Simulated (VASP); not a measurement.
The system is Al2InN3.

```
Al In N
1.0
     3.35562    0.00000    0.00000
    -1.67781    2.90606    0.00000
     0.00000    0.00000    8.21379
Al In N
2 1 3
Cartesian
  0.0000 1.9374 5.3882
  1.6778 0.9687 2.8256
  0.0000 0.0000 0.0000
  0.0000 1.9374 1.3627
  1.6778 0.9687 6.8511
  0.0000 0.0000 4.1069
```

* Program: VASP 6.6.1
* Task: relaxation of cell and atoms
* Functional: PBE
* Potentials or basis: VASP PAW PBE potentials, release 64 (Al, In_d, N)
* Cutoff: 600 eV
* k mesh: 6 × 6 × 2
* Occupations: gaussian, width 0.1 eV
* Spin: no spin polarisation

At the start: pressure -30.3 GPa; volume 13.35 Å³/atom.

Where does the relaxation end?

Over 10 steps the energy falls by 547.9 meV/atom and the volume is 9.93 Å³/atom (-25.6 %); space group P-3m1 (No. 164, to 0.05 Å).

The path:
| step | energy change (eV) | largest force (eV/Å) | pressure (GPa) | volume (Å³) |
| --- | --- | --- | --- | --- |
| 1 | 0.0000 | 2.0533 | -30.34 | 80.10 |
| 2 | -2.4192 | 3.1858 | 29.62 | 54.22 |
| 3 | -2.8036 | 3.0398 | 3.99 | 59.56 |
| 4 | -3.1747 | 1.7514 | 4.66 | 58.61 |
| 5 | -3.1893 | 1.4103 | 4.15 | 58.76 |
| 6 | -3.2748 | 0.2494 | -3.44 | 60.61 |
| 7 | -3.2823 | 0.1103 | -1.93 | 60.19 |
| 8 | -3.2863 | 0.1258 | 0.74 | 59.42 |
| 9 | -3.2870 | 0.0683 | -0.03 | 59.64 |
| 10 | -3.2873 | 0.0317 | 0.16 | 59.59 |

Final structure:
```xyz
6
Lattice="3.0261 0.0000 0.0000 -1.5130 2.6207 0.0000 0.0000 0.0000 7.5148" Properties=species:S:1:pos:R:3 pbc="T T T"
Al    0.0000    1.7471    4.9265
Al    1.5130    0.8736    2.5882
In   -1.5130    2.6207    0.0000
N     0.0000    1.7471    1.4807
N     1.5130    0.8736    6.0340
N    -1.5130    2.6207    3.7574
```

Caveat: the volume moved by over 15 % at a fixed basis, so the end points are rough.
